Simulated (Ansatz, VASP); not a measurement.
# SnO2 in VASP and in Ansatz

INCAR

```
SYSTEM = SnO2
PREC = Accurate ; ENCUT = 520
EDIFF = 1E-6 ; ISMEAR = -1
SIGMA = 0.05 ; LREAL = .False.
LASPH = .True. ; NELM = 100
ALGO = Normal ; ISIF = 2
LWAVE = .False. ; LCHARG = .False.
GGA = PS ; NBANDS = 20
```

KPOINTS

```
Automatic mesh
0
Gamma
  10 10 10
  0 0 0
```

File POSCAR:

```
SnO2
1.0
    1.6278026130      0.9398122768      4.8323855144
   -1.6278026130      0.9398122768      4.8323855144
    0.0000000000     -1.8796245536      4.8323855144
Sn O
1 2
Direct
    0.5000000000      0.5000000000      0.5000000000
    0.7628300000      0.7628300000      0.7628300000
    0.2371700000      0.2371700000      0.2371700000
```

The input input.yaml:

```yaml
crystal:
  lattice:
    - [1.627802613, 0.9398122768, 4.8323855144]
    - [-1.627802613, 0.9398122768, 4.8323855144]
    - [0.0, -1.8796245536, 4.8323855144]
  atoms:
    - { symbol: Sn, position: [0.5, 0.5, 0.5] }
    - { symbol: O, position: [0.76283, 0.76283, 0.76283] }
    - { symbol: O, position: [0.23717, 0.23717, 0.23717] }
kpoints:
  mp_grid: { grid: [10, 10, 10] }
scf:
  occupations: { method: fermi_dirac, width: 0.05 }
hamiltonian:
  xc: pbesol
  pseudopotentials: { kind: all_electron, lapw: { basis_error: 0.002 } }
output:
  forces: true
  stress: true
  eigenvalues: true
```

Change from the starting cell: volume scaled by 1.02.

Alike in both runs: task single point; functional PBEsol; k mesh 10 × 10 × 10; occupations fermi-dirac, width 0.05 eV; no spin polarisation.

```csv
,VASP,Ansatz
version,VASP 6.6.1,Ansatz 0.2.0
potentials or method,"VASP PAW PBE potentials, release 64 (Sn_d, O), cutoff 520 eV","all-electron LAPW, scalar-relativistic"
```

Ansatz gave:

| Item | Value |
| --- | --- |
| gap on the k mesh at the Fermi level (eV) | 1.75 |
| least direct gap on the mesh (eV) | 1.85 |
| pressure (GPa) | -7.6 |
| traceless stress, the component that is largest in VASP (GPa) | 2.43 |
| rms of the force components (eV/Å) | 0.278 |

What did VASP give for the same quantities?

gap on the k mesh at the Fermi level (eV): 1.73; least direct gap on the mesh (eV): 1.83; pressure (GPa): -7.1; traceless stress, the component that is largest in VASP (GPa): 2.07; rms of the force components (eV/Å): 0.255.

VASP's potentials were made for PBE, not for PBEsol. Atom by atom the forces differ by 0.023 eV/Å (rms over components). Ansatz ran all-electron here, and VASP with PAW potentials.
